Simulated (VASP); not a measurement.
# TiSi16 (a cell with a defect) in VASP: notebook, part 2 of 2

VASP 6.6.1. The steps go on from the part before.

## 3. Single point, PBEsol

INCAR reads:

```
ALGO     = Normal         # electronic algorithm
EDIFF    = 1E-6           # SCF threshold, eV
ENCUT    = 520            # plane-wave cutoff, eV
GGA      = PS             # functional
ISIF     = 2              # what is computed and relaxed
ISMEAR   = 0              # smearing method
LASPH    = True           # aspherical terms in the spheres
LCHARG   = False          # write CHGCAR
LREAL    = Auto         
LWAVE    = False          # write WAVECAR
NBANDS   = 52             # bands
NELM     = 100            # most SCF steps
PREC     = Accurate       # precision mode
SIGMA    = 0.02           # smearing width, eV
```

KPOINTS reads:

```
k-points
0
Gamma
  2 2 2
```

POSCAR reads:

```
TiSi16
1.0
    0.0000000000      5.4300000000      5.4300000000
    5.4300000000      0.0000000000      5.4300000000
    5.4300000000      5.4300000000      0.0000000000
Si Ti
16 1
Direct
    0.0108832473      0.0010361594      0.0012364728
    0.1350253631      0.1236720792      0.1247173974
    0.0120502363     -0.0030563596      0.4950978599
    0.1329144560      0.1163197126      0.6290722937
    0.0119681232      0.4940971340     -0.0023993266
    0.1332163677      0.6287354567      0.1158822407
    0.0004672776      0.4989088759      0.4988341203
    0.1333890922      0.6230639166      0.6238986304
    0.5056982909     -0.0013559796     -0.0014049744
    0.6373984335      0.1206767146      0.1197773662
    0.5127476728     -0.0177138132      0.5040449235
    0.6382566535      0.1163709488      0.6251379171
    0.5129146712      0.5045260647     -0.0190047460
    0.6381825462      0.6250280244      0.1160452411
    0.5149915998      0.4985412883      0.4987366596
    0.6383467418      0.6189580755      0.6173505877
    0.3866493169      0.3702429017      0.3694488766
```

Potentials or basis: VASP PAW PBE potentials, release 64 (Si, Ti_sv).

Launch:

```bash
> cat potpaw_PBE.64/Si/POTCAR potpaw_PBE.64/Ti_sv/POTCAR > POTCAR
> mpirun -np 1 vasp_std > vasp.out
```

OUTCAR:

```text
EDIFF = 1E-6
   ENCUT = 520
   GGA = PS
   ISIF = 2
   ISMEAR = 0
   LASPH = True
   LREAL = Auto
   NELM = 100
   PREC = Accurate

 ion  position               nearest neighbor table
   1  0.011  0.001  0.001-   2 2.32   4 2.33   6 2.34  10 2.34
   2  0.135  0.124  0.125-   1 2.32   3 2.32   5 2.32   9 2.32
   3  0.012  0.997  0.495-   2 2.32  12 2.34   8 2.34   4 2.35
   4  0.133  0.116  0.629-   1 2.33   3 2.35  11 2.38   7 2.40  17 2.76
   5  0.012  0.494  0.998-   2 2.32   8 2.34  14 2.34   6 2.35
   6  0.133  0.629  0.116-   1 2.34   5 2.35  13 2.38   7 2.40  17 2.75
   7  0.000  0.499  0.499-  16 2.27   8 2.40   4 2.40   6 2.40  17 2.42
   8  0.133  0.623  0.624-   5 2.34   3 2.34  15 2.39   7 2.40  17 2.75
   9  0.506  0.999  0.999-   2 2.32  12 2.34  14 2.34  10 2.35
  10  0.637  0.121  0.120-   1 2.34   9 2.35  13 2.41  11 2.41  17 2.71
  11  0.513  0.982  0.504-  16 2.28   4 2.38  12 2.39  10 2.41  17 2.43
  12  0.638  0.116  0.625-   9 2.34   3 2.34  11 2.39  15 2.40  17 2.75
  13  0.513  0.505  0.981-  16 2.28   6 2.38  14 2.39  10 2.41  17 2.44
  14  0.638  0.625  0.116-   9 2.34   5 2.34  13 2.39  15 2.40  17 2.75
  15  0.515  0.499  0.499-  16 2.27   8 2.39  12 2.40  14 2.40  17 2.42
  16  0.638  0.619  0.617-   7 2.27  15 2.27  11 2.28  13 2.28
  17  0.387  0.370  0.369-  15 2.42   7 2.42  11 2.43  13 2.44  10 2.71  14 2.75   6 2.75   8 2.75
                            12 2.75   4 2.76

  LATTYP: Found a face centered cubic cell.
 ALAT       =    10.8600000000

  Lattice vectors:

 A1 = (   0.0000000000,   5.4300000000,   5.4300000000)
 A2 = (   5.4300000000,   0.0000000000,   5.4300000000)
 A3 = (   5.4300000000,   5.4300000000,   0.0000000000)

Analysis of symmetry for initial positions (statically):
=====================================================================
 Subroutine PRICEL returns:
 Original cell was already a primitive cell.

 Routine SETGRP: Setting up the symmetry group for a
 face centered cubic supercell.

 Subroutine GETGRP returns: Found  1 space group operations
 (whereof  1 operations were pure point group operations)
 out of a pool of 48 trial point group operations.

The static configuration has the point symmetry C_1 .

[... 152 lines left out ...]
   AEXX    =    0.0000 exact exchange contribution
   IVDW    =     0    specifies the selected vdW correction
   LEPSILON=     F    determine dielectric tensor
   LRPA    =     F    only Hartree local field effects (RPA)
 non-spin polarized calculation
 Gauss-broadening in eV      SIGMA  =   0.02
  energy-cutoff  :      520.00
  volume of cell :      320.21
 maximum number of plane-waves:      8646
 NGX is ok and might be reduce to    60
   NGX = 29   NGY = 29   NGZ = 29

 number of electron      76.0000001 magnetization

 Free energy of the ion-electron system (eV)
  ---------------------------------------------------
  ext. energy  EPLUGINS =         0.00000000
  ---------------------------------------------------
  free energy    TOTEN  =       -98.31703940 eV

  energy without entropy =      -98.31445585  energy(sigma->0) =      -98.31574762

 E-fermi :   6.8070     XC(G=0):  -9.8814

 val. band max:        6.7956574833   @ k =   0.5000   0.5000   0.5000
 cond. band min:       6.8166942685   @ k =   0.5000   0.0000   0.0000
 fundamental gap:      0.0210367852
 Fermi energy:         6.8070241182

 k-point     1 :       0.0000    0.0000    0.0000
  band No.  band energies     occupation
      1     -49.7330      2.00000
      2     -26.2275      2.00000
      3     -26.2087      2.00000
      4     -26.1928      2.00000
      5      -5.7875      2.00000
      6      -3.5561      2.00000
[... 413 lines left out ...]
     49       9.7617      0.00000
     50      10.4103      0.00000
 [bands above 50 left out]

------------------------ aborting loop because EDIFF is reached ----------------------------------------

  FORCE on cell =-STRESS in cart. coord.  units (eV):
  Direction    XX          YY          ZZ          XY          YZ          ZX
  --------------------------------------------------------------------------------------
  -------------------------------------------------------------------------------------
  Total        4.3342600      3.9991598      4.0407802     -0.0738981     -0.1466816     -0.0814969
  in kB       21.6868293     20.0101276     20.2183786     -0.3697555     -0.7339334     -0.4077765
  external PRESSURE =      20.6384452 kB  Pullay stress =       0.0000000 kB

 VOLUME and BASIS-vectors are now :
 -----------------------------------------------------------------------------
  energy-cutoff  :      520.00
  volume of cell :      320.21
      direct lattice vectors                 reciprocal lattice vectors
     0.000000000  5.430000000  5.430000000    -0.092081031  0.092081031  0.092081031
     5.430000000  0.000000000  5.430000000     0.092081031 -0.092081031  0.092081031
     5.430000000  5.430000000  0.000000000     0.092081031  0.092081031 -0.092081031

 POSITION                                       TOTAL-FORCE (eV/Angst)
 -----------------------------------------------------------------------------------
      0.01234      0.06581      0.06472         0.000928     -0.003722     -0.005947
      1.34875      1.41040      1.40473        -0.015333     -0.003063      0.001533
      8.10179      2.75381      5.47884        -0.001418      0.004434     -0.000239
      4.04748      4.13759      1.35334        -0.005138     -0.014381     -0.003465
      8.09992      5.48196      2.74793         0.000756      0.000779      0.002747
      4.04327      1.35261      4.13740         0.003372     -0.003908     -0.012440
[... 9 lines left out ...]
      6.71316      6.81844      6.82717         0.012770      0.019942      0.014331
      4.01653      4.10561      4.10992         0.010555     -0.012213     -0.018709
 -----------------------------------------------------------------------------------
    total drift:                               -0.001282     -0.000128     -0.000213

  FREE ENERGIE OF THE ION-ELECTRON SYSTEM (eV)
  ---------------------------------------------------
  free  energy   TOTEN  =       -98.3170393954 eV

  energy  without entropy=      -98.3144558492  energy(sigma->0) =      -98.31574762
```

OSZICAR:

```text
N       E                     dE             d eps       ncg     rms          rms(c)
DAV:   1     0.342028134543E+03    0.34203E+03   -0.30823E+04   840   0.126E+03
DAV:   2    -0.649477595166E+02   -0.40698E+03   -0.38917E+03   976   0.248E+02
DAV:   3    -0.991023058973E+02   -0.34155E+02   -0.33405E+02  1208   0.656E+01
DAV:   4    -0.101514732003E+03   -0.24124E+01   -0.23561E+01  1264   0.151E+01
DAV:   5    -0.101579986353E+03   -0.65254E-01   -0.65136E-01  1096   0.218E+00    0.192E+01
DAV:   6    -0.100480548348E+03    0.10994E+01   -0.16387E+01  1160   0.195E+01    0.145E+01
DAV:   7    -0.992117646224E+02    0.12688E+01   -0.21009E+01  1132   0.229E+01    0.952E+00
DAV:   8    -0.984311817758E+02    0.78058E+00   -0.15075E+00  1016   0.567E+00    0.296E+00
DAV:   9    -0.983165260154E+02    0.11466E+00   -0.50549E-01  1280   0.295E+00    0.563E-01
DAV:  10    -0.983165303841E+02   -0.43688E-05   -0.25261E-02  1056   0.579E-01    0.380E-01
DAV:  11    -0.983173078041E+02   -0.77742E-03   -0.40686E-03  1096   0.252E-01    0.229E-01
DAV:  12    -0.983170199229E+02    0.28788E-03   -0.14242E-03  1120   0.199E-01    0.552E-02
DAV:  13    -0.983170401958E+02   -0.20273E-04   -0.14086E-04  1064   0.493E-02    0.177E-02
DAV:  14    -0.983170388091E+02    0.13868E-05   -0.17594E-05  1072   0.199E-02    0.701E-03
DAV:  15    -0.983170393954E+02   -0.58636E-06   -0.16400E-06   704   0.581E-03
   1 F= -.98317039E+02 E0= -.98315748E+02  d E =-.258355E-02
```

Run time: 8.2 min. Hardware: 1 thread of Intel Xeon 8259CL, shared host; peak memory 0.5 GiB.

What came out:

| Item | Value |
| --- | --- |
| Free energy | -98.3170 eV |
| Pressure | 2.1 GPa |
| Largest force | 0.030 eV/Å |
| Band gap on the k mesh | zero (bands 38 and 39 overlap by 0.38 eV) |

Forces in eV/Å, atoms in the order of the input:
```
Si   0.001 -0.004 -0.006
Si  -0.015 -0.003  0.002
Si  -0.001  0.004  0.000
Si  -0.005 -0.014 -0.003
Si   0.001  0.001  0.003
Si   0.003 -0.004 -0.012
Si  -0.017  0.020  0.015
Si  -0.003 -0.011  0.006
Si   0.010  0.011  0.003
Si   0.000 -0.012 -0.013
Si  -0.018  0.000 -0.002
Si   0.020 -0.008  0.000
Si  -0.017  0.009  0.006
Si   0.025 -0.002 -0.007
Si  -0.007  0.006  0.015
Si   0.013  0.020  0.014
Ti   0.011 -0.012 -0.019
```

Levels at points of the mesh, in eV from the Fermi level:
```
           k point  band 35  band 36  band 37  band 38  band 39  band 40  band 41  band 42
(0.00, 0.00, 0.00)    -0.93    -0.93    -0.40    -0.36    -0.34    -0.14    -0.09     0.23
(0.50, 0.00, 0.00)    -1.29    -1.28    -0.27     0.01     0.08     0.45     0.47     0.82
(0.00, 0.50, 0.00)    -1.29    -1.27    -0.25     0.04     0.07     0.45     0.45     0.78
(0.00, 0.00, 0.50)    -1.29    -1.28    -0.25     0.04     0.07     0.44     0.45     0.78
(0.50, 0.50, 0.50)    -1.29    -1.28    -0.27    -0.01     0.06     0.45     0.46     0.83
(0.50, 0.50, 0.00)    -1.92    -1.80    -0.70    -0.03     0.59     0.60     1.10     1.34
(0.00, 0.50, 0.50)    -1.92    -1.82    -0.70    -0.03     0.59     0.64     1.10     1.33
(0.50, 0.00, 0.50)    -1.93    -1.80    -0.69    -0.03     0.59     0.60     1.10     1.34
```

Caveat: the k points lie up to 0.50 Å⁻¹ apart; the PAW data sets were made with another functional, which shifts forces and pressure a little.

The gap in the log of VASP goes by the Fermi energy; the results here count the filled bands.